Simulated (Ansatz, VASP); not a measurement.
# TiO2 in VASP and in Ansatz

```
Ti O
1.0
     4.62261    0.00000    0.00000
     0.00000    4.62261    0.00000
     0.00000    0.00000    2.97699
Ti O
2 4
Direct
  0.00000 0.00000 0.00000
  0.50000 0.50000 0.50000
  0.30496 0.30496 0.00000
  0.19504 0.80496 0.50000
  0.69504 0.69504 0.00000
  0.80496 0.19504 0.50000
```

Alike in both runs: task single point; functional PBE; k mesh 4 × 4 × 6; no spin polarisation.

|  | VASP | Ansatz |
| --- | --- | --- |
| version | VASP 6.6.1 | Ansatz 0.2.0 |
| potentials or method | VASP PAW PBE potentials, release 64 (Ti_sv, O), cutoff 520 eV | plane waves, PAW |
| occupations | gaussian, width 0.01 eV | fixed |
| valence electrons in the cell | 48 | 48 |

|  | VASP | Ansatz | Ansatz less VASP |
| --- | --- | --- | --- |
| pressure (GPa) | 1.3 | 0.6 | -0.64 |
| traceless stress, the component that is largest in VASP (GPa) | -1.11 | -1.33 | -0.214 |
